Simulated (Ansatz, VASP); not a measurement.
# One calculation of Ta, two programs

```
CELL_PARAMETERS angstrom
-1.65229 1.65229 1.65229
1.65229 -1.65229 1.65229
1.65229 1.65229 -1.65229
ATOMIC_POSITIONS crystal
Ta 0.00000 0.00000 0.00000
```

Alike in both runs: task single point; functional r2SCAN; k mesh 26 × 26 × 26; occupations gaussian, width 0.15 eV; no spin polarisation.

```csv
,VASP,Ansatz
version,VASP 6.6.1,Ansatz 0.2.0
potentials or method,"VASP PAW PBE potentials, release 64 (Ta_pv), cutoff 520 eV","scalar-relativistic, plane waves, PAW"
valence electrons in the cell,11,13
```

VASP gave:

| Item | Value |
| --- | --- |
| gap on the k mesh at the Fermi level (eV) | none |
| pressure (GPa) | 0.8 |

Task: Which values does Ansatz return?

Result: gap on the k mesh at the Fermi level (eV): none; pressure (GPa): 0.1.

VASP's potentials were made for PBE, not for r2SCAN. A gap of «none» marks a metal or a gap that the smearing closes. The functional is the same, so the differences come from potentials, cutoffs and numerics. VASP's potentials hold 11 valence electrons a cell and Ansatz's 13, so a difference there can come from the potentials and not from the codes.

Neither program's run includes spin-orbit coupling.
